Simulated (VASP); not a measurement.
# Si (Fd-3m) in VASP: a series of runs

Si is run at these levels: PBEsol; tasks: single point, relaxation of cell and atoms.

Program: VASP 6.6.1. These are calculated values, not measurements. Logs are shortened: lines on timing, memory, paths and dates and some standing lists are left out, and cuts for length are marked.

## Step 1: The cell of the first run

It takes space group Fd-3m (No. 227, cubic). The conventional cell has a = 5.434 Å, b = 5.434 Å, c = 5.434 Å, α = 90.00°, β = 90.00°, γ = 90.00°. Within 3.1 Å of Si (site symmetry -43m) lie 4 Si at 2.35 Å.

## Step 2: Single point, PBEsol

The input, INCAR:

```
  ALGO = Normal
  EDIFF = 1E-6
  ENCUT = 520
  GGA = PS
  ISIF = 2
  ISMEAR = 0
  LASPH = T
  LCHARG = F
  LREAL = F
  LWAVE = F
  NBANDS = 11
  NELM = 80
  PREC = Accurate
  SIGMA = 0.02
```

The input, KPOINTS:

```
k-points
0
Gamma
  8 8 8
```

The input, POSCAR:

```
Si
1.0
    0.0000000000      2.7169171022      2.7169171022
    2.7169171022      0.0000000000      2.7169171022
    2.7169171022      2.7169171022      0.0000000000
Si
2
Direct
    0.7500000000      0.7500000000      0.7500000000
    0.5000000000      0.5000000000      0.5000000000
```

Potentials or basis: VASP PAW PBE potentials, release 64 (Si).

Command:

```
$ cat potpaw_PBE.64/Si/POTCAR > POTCAR
$ mpirun -np 1 vasp_std > vasp.out
```

OUTCAR:

```text
EDIFF = 1E-6
   ENCUT = 520
   GGA = PS
   ISIF = 2
   ISMEAR = 0
   LASPH = T
   LREAL = F
   NELM = 80
   PREC = Accurate

 ion  position               nearest neighbor table
   1  0.750  0.750  0.750-   2 2.35   2 2.35   2 2.35   2 2.35
   2  0.500  0.500  0.500-   1 2.35   1 2.35   1 2.35   1 2.35

  LATTYP: Found a face centered cubic cell.
 ALAT       =     5.4338342044

  Lattice vectors:

 A1 = (   0.0000000000,   2.7169171022,   2.7169171022)
 A2 = (   2.7169171022,   0.0000000000,   2.7169171022)
 A3 = (   2.7169171022,   2.7169171022,   0.0000000000)

Analysis of symmetry for initial positions (statically):
=====================================================================
 Subroutine PRICEL returns:
 Original cell was already a primitive cell.

 Routine SETGRP: Setting up the symmetry group for a
 face centered cubic supercell.

 Subroutine GETGRP returns: Found 48 space group operations
 (whereof 24 operations were pure point group operations)
 out of a pool of 48 trial point group operations.

The static configuration has the point symmetry T_d .
 The point group associated with its full space group is O_h .

Analysis of symmetry for dynamics (positions and initial velocities):
=====================================================================
 Subroutine PRICEL returns:
 Original cell was already a primitive cell.

 Routine SETGRP: Setting up the symmetry group for a
 face centered cubic supercell.

 Subroutine GETGRP returns: Found 48 space group operations
 (whereof 24 operations were pure point group operations)
 out of a pool of 48 trial point group operations.

The dynamic configuration has the point symmetry T_d .
 The point group associated with its full space group is O_h .

 Subroutine INISYM returns: Found 48 space group operations
 (whereof 24 operations are pure point group operations),
 and found     1 'primitive' translations

----------------------------------------------------------------------------------------

                                     Primitive cell

  volume of cell :      40.1106

  direct lattice vectors                    reciprocal lattice vectors
     0.000000000  2.716917102  2.716917102    -0.184032115  0.184032115  0.184032115
     2.716917102  0.000000000  2.716917102     0.184032115 -0.184032115  0.184032115
     2.716917102  2.716917102  0.000000000     0.184032115  0.184032115 -0.184032115

  length of vectors
     3.842301014  3.842301014  3.842301014     0.318752973  0.318752973  0.318752973

  position of ions in fractional coordinates (direct lattice)
     0.750000000  0.750000000  0.750000000
     0.500000000  0.500000000  0.500000000

  ion indices of the primitive-cell ions
   primitive index   ion index
                 1           1
                 2           2

----------------------------------------------------------------------------------------

 KPOINTS: k-points

Automatic generation of k-mesh.
 Grid dimensions read from file:
 generate k-points for:    8    8    8

 Generating k-lattice:

  Cartesian coordinates                     Fractional coordinates (reciprocal lattice)
    -0.023004014  0.023004014  0.023004014     0.125000000  0.000000000  0.000000000
     0.023004014 -0.023004014  0.023004014     0.000000000  0.125000000  0.000000000
     0.023004014  0.023004014 -0.023004014     0.000000000  0.000000000  0.125000000

  Length of vectors
     0.039844122  0.039844122  0.039844122

  Shift w.r.t. Gamma in fractional coordinates (k-lattice)
     0.000000000  0.000000000  0.000000000

 Subroutine IBZKPT returns following result:
 ===========================================

 Found     29 irreducible k-points:

 Following reciprocal coordinates:
            Coordinates               Weight
  0.000000  0.000000  0.000000      1.000000
  0.125000  0.000000  0.000000      8.000000
  0.250000  0.000000  0.000000      8.000000
  0.375000  0.000000  0.000000      8.000000
  0.500000  0.000000  0.000000      4.000000
  0.125000  0.125000  0.000000      6.000000
[... 16 lines left out ...]
  0.500000  0.250000  0.125000     48.000000
 -0.375000  0.250000  0.125000     24.000000
 [... further k-points ...]
   k-points           NKPTS =     29   k-points in BZ     NKDIM =     29   number of bands    NBANDS=     11
   number of dos      NEDOS =    301   number of ions     NIONS =      2
   total plane-waves  NPLWV =  27000
   dimension x,y,z NGX =    30 NGY =   30 NGZ =   30
   dimension x,y,z NGXF=    60 NGYF=   60 NGZF=   60
   ions per type =               2
   NGX,Y,Z   is equivalent  to a cutoff of  12.98, 12.98, 12.98 a.u.
   NGXF,Y,Z  is equivalent  to a cutoff of  25.96, 25.96, 25.96 a.u.
 SYSTEM =  unknown system
   PREC   = accura    normal or accurate (medium, high low for compatibility)
   ISTART =      0    job   : 0-new  1-cont  2-samecut
   ICHARG =      2    charge: 1-file 2-atom 10-const
   ISPIN  =      1    spin polarized calculation?
   LNONCOLLINEAR =      F non collinear calculations
   LSORBIT =      F    spin-orbit coupling
   LASPH  =      T    aspherical Exc in radial PAW
   ENCUT  =  520.0 eV  38.22 Ry    6.18 a.u.   7.14  7.14  7.14*2*pi/ulx,y,z
   NELM   =     80;   NELMIN=  2; NELMDL= -5     # of ELM steps
   EDIFF  = 0.1E-05   stopping-criterion for ELM
   LREAL  =      F    real-space projection
   EDIFFG = 0.1E-04   stopping-criterion for IOM
   NSW    =      0    number of steps for IOM
   IBRION =     -1    ionic relax: 0-MD 1-quasi-New 2-CG
   NFREE  =      0    steps in history (QN), initial steepest desc. (CG)
   ISIF   =      2    stress and relaxation
   ISYM   =      2    0-nonsym 1-usesym 2-fastsym
   POTIM  = 0.5000    time-step for ionic-motion
   TEBEG  =    0.0;   TEEND  =   0.0 temperature during run
   PSTRESS=    0.0 pullay stress
   NELECT =       8.0000    total number of electrons
   NUPDOWN=      -1.0000    fix difference up-down
   EMIN   =  10.00;   EMAX   =-10.00  energy-range for DOS
   EFERMI =   0.00;   METHOD = LEGACY
   ISMEAR =     0;   SIGMA  =   0.02  broadening in eV -4-tet -1-fermi 0-gaus
   EFERMI_NEDOS =   21; number of points for ismear=-14 and -15
   IALGO  =     38    algorithm
   IMIX   =      4    mixing-type and parameters
     AMIX     =   0.40;   BMIX     =  1.00
     AMIX_MAG =   1.60;   BMIX_MAG =  1.00
  volume/ion in A,a.u.               =      20.06       135.34
  Fermi-wavevector in a.u.,A,eV,Ry     =   0.956500  1.807523 12.447872  0.914893
  Thomas-Fermi vector in A             =   2.085434
   LORBIT       =      0    0 simple, 1 ext, 2 COOP (PROOUT), +10 PAW based schemes
   GGA     = PS    functional components
   LHFCALC =     F    Hartree Fock is set to
   AEXX    =    0.0000 exact exchange contribution
   IVDW    =     0    specifies the selected vdW correction
   LEPSILON=     F    determine dielectric tensor
   LRPA    =     F    only Hartree local field effects (RPA)
 non-spin polarized calculation
 Gauss-broadening in eV      SIGMA  =   0.02
  energy-cutoff  :      520.00
  volume of cell :       40.11
 maximum number of plane-waves:      1106
 NGX is ok and might be reduce to    30
   NGX = 15   NGY = 15   NGZ = 15

 number of electron       8.0000001 magnetization

 Free energy of the ion-electron system (eV)
  ---------------------------------------------------
  ext. energy  EPLUGINS =         0.00000000
  ---------------------------------------------------
  free energy    TOTEN  =       -11.48911737 eV

  energy without entropy =      -11.48911737  energy(sigma->0) =      -11.48911737

 E-fermi :   5.9271     XC(G=0):  -9.5463

 val. band max:        5.7740601740   @ k =   0.0000   0.0000   0.0000
 cond. band min:       6.2794852237   @ k =   0.3750   0.3750   0.0000
 fundamental gap:      0.5054250497
 Fermi energy:         5.9271108534

 k-point     1 :       0.0000    0.0000    0.0000
  band No.  band energies     occupation
      1      -6.2048      2.00000
      2       5.7741      2.00000
      3       5.7741      2.00000
      4       5.7741      2.00000
      5       8.2900      0.00000
      6       8.2900      0.00000
      7       8.2900      0.00000
      8       9.0785      0.00000
      9      13.4608      0.00000
     10      13.4608      0.00000
     11      13.4767      0.00000

 k-point     2 :       0.1250    0.0000    0.0000
  band No.  band energies     occupation
      1      -6.0001      2.00000
      2       4.1617      2.00000
      3       5.4819      2.00000
      4       5.4819      2.00000
      5       8.2144      0.00000
      6       8.7174      0.00000
      7       8.7174      0.00000
      8      10.4280      0.00000
      9      12.9566      0.00000
     10      12.9566      0.00000
     11      14.2832      0.00000

 k-point     3 :       0.2500    0.0000    0.0000
  band No.  band energies     occupation
      1      -5.4028      2.00000
      2       1.8248      2.00000
      3       5.0097      2.00000
      4       5.0097      2.00000
      5       7.7290      0.00000
      6       9.2302      0.00000
      7       9.2302      0.00000
      8      12.6079      0.00000
      9      12.9035      0.00000
     10      12.9035      0.00000
     11      14.5516      0.00000

 k-point     4 :       0.3750    0.0000    0.0000
  band No.  band energies     occupation
      1      -4.5044      2.00000
      2      -0.2028      2.00000
      3       4.6833      2.00000
      4       4.6833      2.00000
      5       7.3617      0.00000
      6       9.1627      0.00000
      7       9.1627      0.00000
      8      13.4569      0.00000
      9      14.2959      0.00000
     10      14.2959      0.00000
     11      15.3282      0.00000
[... 239 lines left out ...]
 k-point    22 :       0.3750    0.2500    0.1250
  band No.  band energies     occupation
      1      -4.8716      2.00000
      2       1.4768      2.00000
      3       3.0266      2.00000
      4       4.3340      2.00000
      5       8.1462      0.00000
      6       9.6090      0.00000
      7       9.8777      0.00000
      8      11.2271      0.00000
      9      13.4977      0.00000
     10      15.9759      0.00000
     11      16.6899      0.00000

 k-point    23 :       0.5000    0.2500    0.1250
  band No.  band energies     occupation
      1      -3.9790      2.00000
      2      -0.0826      2.00000
      3       2.4167      2.00000
      4       3.8256      2.00000
      5       8.5699      0.00000
      6       9.2521      0.00000
      7      10.7097      0.00000
      8      11.6539      0.00000
      9      14.7259      0.00000
     10      15.4066      0.00000
     11      17.6235      0.00000

 k-point    24 :      -0.3750    0.2500    0.1250
  band No.  band energies     occupation
      1      -3.3201      2.00000
      2      -1.0366      2.00000
      3       2.2892      2.00000
      4       3.5931      2.00000
      5       8.7708      0.00000
      6       8.8113      0.00000
      7      11.6293      0.00000
      8      12.8063      0.00000
      9      13.0926      0.00000
     10      16.2532      0.00000
     11      17.3861      0.00000

 [... further k-points ...]
[... 5 lines left out ...]
  --------------------------------------------------------------------------------------
  -------------------------------------------------------------------------------------
  Total        0.0271329      0.0271329      0.0271329     -0.0000000      0.0000000      0.0000000
  in kB        1.0837945      1.0837945      1.0837945     -0.0000000      0.0000000      0.0000000
  external PRESSURE =       1.0837945 kB  Pullay stress =       0.0000000 kB

 VOLUME and BASIS-vectors are now :
 -----------------------------------------------------------------------------
  energy-cutoff  :      520.00
  volume of cell :       40.11
      direct lattice vectors                 reciprocal lattice vectors
     0.000000000  2.716917102  2.716917102    -0.184032115  0.184032115  0.184032115
     2.716917102  0.000000000  2.716917102     0.184032115 -0.184032115  0.184032115
     2.716917102  2.716917102  0.000000000     0.184032115  0.184032115 -0.184032115

 POSITION                                       TOTAL-FORCE (eV/Angst)
 -----------------------------------------------------------------------------------
      4.07538      4.07538      4.07538         0.000000      0.000000      0.000000
      2.71692      2.71692      2.71692        -0.000000     -0.000000     -0.000000
 -----------------------------------------------------------------------------------
    total drift:                                0.000000     -0.000000     -0.000000

  FREE ENERGIE OF THE ION-ELECTRON SYSTEM (eV)
  ---------------------------------------------------
  free  energy   TOTEN  =       -11.4891173710 eV

  energy  without entropy=      -11.4891173710  energy(sigma->0) =      -11.48911737
```

Run time: 8.1 s. Hardware: 1 thread of AMD EPYC 7R13 (Zen 3), shared host; peak memory 0.13 GiB.

Results:

```
Free energy            : -11.4891 eV
Pressure               : 0.1 GPa
Band gap on the k mesh : 0.51 eV, indirect (least direct gap 2.52 eV)
```

Levels at points of the mesh, in eV from the valence-band top:
```tsv
k point	band 1	band 2	band 3	band 4	band 5	band 6	band 7	band 8	band 9
(0.00, 0.00, 0.00)	-11.98	0.00	0.00	0.00	2.52	2.52	2.52	3.30	7.69
(0.50, 0.00, 0.00)	-9.63	-7.01	-1.20	-1.20	1.46	3.27	3.27	7.51	10.51
(0.50, 0.50, 0.00)	-7.82	-7.82	-2.87	-2.87	0.59	0.59	10.05	10.05	10.93
```

Caveat: the PAW data sets were made with another functional, which shifts forces and pressure a little. A k mesh can miss the band edges.

(Part 1 of 2 ends here.)
